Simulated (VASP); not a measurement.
# MgCdC4N4 (P-43m) in VASP: a series of runs, part 3 of 3

VASP 6.6.1.

### 6 Relaxation of cell and atoms, PBE

This run uses another cell than the first one, of 24.59 Å³/atom.

File INCAR:

```
PREC = Accurate
ENCUT = 600
EDIFF = 1E-6
ISMEAR = 0
SIGMA = 0.02
LREAL = False
LASPH = True
NELM = 80
ALGO = Normal
ISIF = 3
LWAVE = False
LCHARG = False
GGA = PE
IBRION = 2
NSW = 100
EDIFFG = -0.01
```

File KPOINTS:

```
regular mesh
0
Gamma
  4 4 4
```

File POSCAR:

```
MgCdC4N4
1.0
    6.2647184822      0.0000000000      0.0000000000
    0.0000000000      6.2647184822      0.0000000000
    0.0000000000      0.0000000000      6.2647184822
Mg Cd C N
1 1 4 4
Direct
    0.5000000000      0.5000000000      0.5000000000
    0.0000000000      0.0000000000      0.0000000000
    0.2047141825      0.2047141825      0.2047141825
    0.2047141825      0.7952858175      0.7952858175
    0.7952858175      0.2047141825      0.7952858175
    0.7952858175      0.7952858175      0.2047141825
    0.3119660312      0.3119660312      0.3119660312
    0.3119660312      0.6880339688      0.6880339688
    0.6880339688      0.3119660312      0.6880339688
    0.6880339688      0.6880339688      0.3119660312
```

Potentials or basis: VASP PAW PBE potentials, release 64 (Mg, Cd, C, N).

The run is started by

```
$ cat potpaw_PBE.64/Mg/POTCAR potpaw_PBE.64/Cd/POTCAR potpaw_PBE.64/C/POTCAR potpaw_PBE.64/N/POTCAR > POTCAR
$ mpirun -np 1 vasp_std > vasp.out
```

OUTCAR:

```text
PREC = Accurate
   ENCUT = 600
   EDIFF = 1E-6
   ISMEAR = 0
   LREAL = False
   LASPH = True
   NELM = 80
   ISIF = 3
   GGA = PE
   IBRION = 2
   NSW = 100
   EDIFFG = -0.01

 ion  position               nearest neighbor table
   1  0.500  0.500  0.500-   7 2.04   8 2.04   9 2.04  10 2.04
   2  0.000  0.000  0.000-   3 2.22   4 2.22   5 2.22   6 2.22
   3  0.205  0.205  0.205-   7 1.16   2 2.22
   4  0.205  0.795  0.795-   8 1.16   2 2.22
   5  0.795  0.205  0.795-   9 1.16   2 2.22
   6  0.795  0.795  0.205-  10 1.16   2 2.22
   7  0.312  0.312  0.312-   3 1.16   1 2.04
   8  0.312  0.688  0.688-   4 1.16   1 2.04
   9  0.688  0.312  0.688-   5 1.16   1 2.04
  10  0.688  0.688  0.312-   6 1.16   1 2.04

  LATTYP: Found a simple cubic cell.
 ALAT       =     6.2647184822

  Lattice vectors:

 A1 = (   6.2647184822,   0.0000000000,   0.0000000000)
 A2 = (   0.0000000000,   6.2647184822,   0.0000000000)
 A3 = (   0.0000000000,   0.0000000000,   6.2647184822)

Analysis of symmetry for initial positions (statically):
=====================================================================
 Subroutine PRICEL returns:
 Original cell was already a primitive cell.

 Routine SETGRP: Setting up the symmetry group for a
 simple cubic supercell.

 Subroutine GETGRP returns: Found 24 space group operations
 (whereof 24 operations were pure point group operations)
 out of a pool of 48 trial point group operations.

The static configuration has the point symmetry T_d .

Analysis of symmetry for dynamics (positions and initial velocities):
=====================================================================
 Subroutine PRICEL returns:
 Original cell was already a primitive cell.

 Routine SETGRP: Setting up the symmetry group for a
 simple cubic supercell.

 Subroutine GETGRP returns: Found 24 space group operations
[... 123 lines left out ...]
     AMIX     =   0.40;   BMIX     =  1.00
     AMIX_MAG =   1.60;   BMIX_MAG =  1.00
  volume/ion in A,a.u.               =      24.59       165.92
  Fermi-wavevector in a.u.,A,eV,Ry     =   0.962712  1.819263 12.610088  0.926815
  Thomas-Fermi vector in A             =   2.092195
   LORBIT       =      0    0 simple, 1 ext, 2 COOP (PROOUT), +10 PAW based schemes
   GGA     = PE    functional components
   LHFCALC =     F    Hartree Fock is set to
   AEXX    =    0.0000 exact exchange contribution
   IVDW    =     0    specifies the selected vdW correction
   LEPSILON=     F    determine dielectric tensor
   LRPA    =     F    only Hartree local field effects (RPA)
 conjugate gradient relaxation of ions
 non-spin polarized calculation
 Gauss-broadening in eV      SIGMA  =   0.02
  energy-cutoff  :      600.00
  volume of cell :      245.87
 maximum number of plane-waves:      8260
   NGX = 25   NGY = 25   NGZ = 25

--------------------------------------- Ionic step        1  -------------------------------------------

 number of electron      50.0000007 magnetization

 Free energy of the ion-electron system (eV)
  ---------------------------------------------------
  ext. energy  EPLUGINS =         0.00000000
  ---------------------------------------------------
  free energy    TOTEN  =       -71.84103687 eV

  energy without entropy =      -71.84103687  energy(sigma->0) =      -71.84103687

------------------------ aborting loop because EDIFF is reached ----------------------------------------

  FORCE on cell =-STRESS in cart. coord.  units (eV):
  Direction    XX          YY          ZZ          XY          YZ          ZX
  --------------------------------------------------------------------------------------
  -------------------------------------------------------------------------------------
  Total        0.9396447      0.9396447      0.9396447     -0.0000000     -0.0000000      0.0000000
  in kB        6.1230749      6.1230749      6.1230749     -0.0000000     -0.0000000      0.0000000
  external PRESSURE =       6.1230749 kB  Pullay stress =       0.0000000 kB
[... 113 lines left out ...]
  FREE ENERGIE OF THE ION-ELECTRON SYSTEM (eV)
  ---------------------------------------------------
  free  energy   TOTEN  =       -71.8437758267 eV

  energy  without entropy=      -71.8437758267  energy(sigma->0) =      -71.84377583

[... ionic steps 4 to 9 ...]

--------------------------------------- Ionic step       10  -------------------------------------------

 number of electron      50.0000003 magnetization

------------------------ aborting loop because EDIFF is reached ----------------------------------------
[... 83 lines left out ...]
--------------------------------------- Ionic step       12  -------------------------------------------

 number of electron      50.0000002 magnetization

 Free energy of the ion-electron system (eV)
  ---------------------------------------------------
  ext. energy  EPLUGINS =         0.00000000
  ---------------------------------------------------
  free energy    TOTEN  =       -71.84557449 eV

  energy without entropy =      -71.84557449  energy(sigma->0) =      -71.84557449

 E-fermi :  -4.4166     XC(G=0):  -6.4088

 val. band max:       -4.5380804955   @ k =   0.5000   0.5000   0.0000
 cond. band min:       1.6005156846   @ k =   0.0000   0.0000   0.0000
 fundamental gap:      6.1385961801
 Fermi energy:        -4.4165647236

 k-point     1 :       0.0000    0.0000    0.0000
  band No.  band energies     occupation
      1     -19.3915      2.00000
      2     -19.3147      2.00000
      3     -19.3147      2.00000
      4     -19.3147      2.00000
      5     -10.0663      2.00000
      6     -10.0663      2.00000
[... 366 lines left out ...]
  FREE ENERGIE OF THE ION-ELECTRON SYSTEM (eV)
  ---------------------------------------------------
  free  energy   TOTEN  =       -71.8455744909 eV

  energy  without entropy=      -71.8455744909  energy(sigma->0) =      -71.84557449

 reached required accuracy - stopping structural energy minimisation
```

CONTCAR:

```text
MgCdC4N4
   1.00000000000000
     6.2829910364927812    0.0000000000000000    0.0000000000000000
     0.0000000000000000    6.2829910364927812   -0.0000000000000000
     0.0000000000000000    0.0000000000000000    6.2829910364927812
  Mg              Cd              C               N
     1     1     4     4
Direct
     0.5000000000000000    0.5000000000000000    0.5000000000000000
     0.0000000000000000    0.0000000000000000    0.0000000000000000
     0.2049458001187893    0.2049458001187893    0.2049458001187893
     0.2049458001187893    0.7950541998812107    0.7950541998812107
     0.7950541998812107    0.2049458001187893    0.7950541998812107
     0.7950541998812107    0.7950541998812107    0.2049458001187893
     0.3122266813974454    0.3122266813974454    0.3122266813974454
     0.3122266813974454    0.6877733186025548    0.6877733186025548
     0.6877733186025548    0.3122266813974454    0.6877733186025548
     0.6877733186025548    0.6877733186025548    0.3122266813974454

  0.00000000E+00  0.00000000E+00  0.00000000E+00
  0.00000000E+00  0.00000000E+00  0.00000000E+00
  0.00000000E+00  0.00000000E+00  0.00000000E+00
  0.00000000E+00  0.00000000E+00  0.00000000E+00
  0.00000000E+00  0.00000000E+00  0.00000000E+00
  0.00000000E+00  0.00000000E+00  0.00000000E+00
  0.00000000E+00  0.00000000E+00  0.00000000E+00
  0.00000000E+00  0.00000000E+00  0.00000000E+00
  0.00000000E+00  0.00000000E+00  0.00000000E+00
  0.00000000E+00  0.00000000E+00  0.00000000E+00
```

Wall time 14 min (1 thread of Intel Xeon Platinum 8175M at 2.50GHz (Skylake/Cascade Lake), shared host); peak memory 0.43 GiB.

What came out:

```
Free energy                           : -71.8456 eV
Relaxed volume                        : 24.80 Å³/atom
Relaxed cell                          : a = 6.283 Å, b = 6.283 Å, c = 6.283 Å, α = 90.00°, β = 90.00°, γ = 90.00°
Space group after relaxing (to 0.1 Å) : P-43m (No. 215)
Energy gained by relaxing             : 0.5 meV/atom
Ionic steps                           : 12
Pressure after relaxing               : 0.0 GPa
Largest force after relaxing          : 0.007 eV/Å
Band gap on the k mesh                : 6.14 eV (least direct gap 6.27 eV)
```

Forces in eV/Å, atoms in the order of the input:
```
Mg   0.000  0.000  0.000
Cd   0.000  0.000  0.000
C    0.004  0.004  0.004
C    0.004 -0.004 -0.004
C   -0.004  0.004 -0.004
C   -0.004 -0.004  0.004
N   -0.004 -0.004 -0.004
N   -0.004  0.004  0.004
N    0.004 -0.004  0.004
N    0.004  0.004 -0.004
```

Step by step:
| step | energy change (eV) | largest force (eV/Å) | pressure (GPa) | volume (Å³) |
| --- | --- | --- | --- | --- |
| 1 | 0.0000 | 0.3905 | 0.61 | 245.87 |
| 2 | 0.3011 | 3.9310 | -3.45 | 249.23 |
| 3 | -0.0027 | 0.0703 | 0.22 | 246.15 |
| 4 | -0.0027 | 0.0553 | 0.24 | 246.14 |
| 5 | -0.0042 | 0.0350 | 0.08 | 247.33 |
| 6 | -0.0045 | 0.0237 | -0.02 | 248.05 |
| 7 | -0.0045 | 0.0241 | -0.02 | 248.09 |
| 8 | -0.0045 | 0.0220 | -0.03 | 248.17 |
| 9 | -0.0042 | 0.1351 | 0.10 | 248.09 |
| 10 | -0.0045 | 0.0225 | 0.00 | 248.16 |
| 11 | -0.0045 | 0.0104 | -0.01 | 248.10 |
| 12 | -0.0045 | 0.0069 | 0.00 | 248.03 |

Final structure:
```
Mg Cd C N
1.0
     6.28299    0.00000    0.00000
     0.00000    6.28299    0.00000
     0.00000    0.00000    6.28299
Mg Cd C N
1 1 4 4
Direct
  0.50000 0.50000 0.50000
  0.00000 0.00000 0.00000
  0.20495 0.20495 0.20495
  0.20495 0.79505 0.79505
  0.79505 0.20495 0.79505
  0.79505 0.79505 0.20495
  0.31223 0.31223 0.31223
  0.31223 0.68777 0.68777
  0.68777 0.31223 0.68777
  0.68777 0.68777 0.31223
```

### 7 Summary

| task | cell | cutoff (eV) | smearing | gap on the mesh (eV) | pressure (GPa) | relaxed volume (Å³/atom) | largest force (eV/Å) |
| --- | --- | --- | --- | --- | --- | --- | --- |
| single point | a = 6.058 Å, 10 atoms, atomic positions A | 520 | gaussian 0.1 eV | 5.82 | 4.9 | - | 3.17 |
| single point | a = 6.265 Å, 10 atoms, atomic positions B | 520 | gaussian 0.1 eV | 6.15 | 0.7 | - | 0.41 |
| single point | a = 6.281 Å, 10 atoms, atomic positions B | 520 | gaussian 0.02 eV | 6.16 | 0.4 | - | 0.44 |
| relaxation of cell and atoms | relaxed from a = 6.058 Å, 10 atoms, atomic positions A | 600 | gaussian 0.1 eV | 6.14 | 0.1 | 24.79 | 0.03 |
| relaxation of cell and atoms | relaxed from a = 6.265 Å, 10 atoms, atomic positions B | 600 | gaussian 0.02 eV | 6.14 | 0.0 | 24.80 | 0.01 |

Alike in all rows: level PBE; potentials or basis VASP PAW PBE potentials, release 64 (Mg, Cd, C, N); no spin polarisation; k mesh 4 × 4 × 4.

Caveats: the cell stands under pressure (at least some runs); forces of over 1 eV/Å act on the atoms, so gaps and moduli don't describe the material at rest (at least some runs).

Total energies depend on the potentials used, so only differences within one code and one set of settings carry meaning.
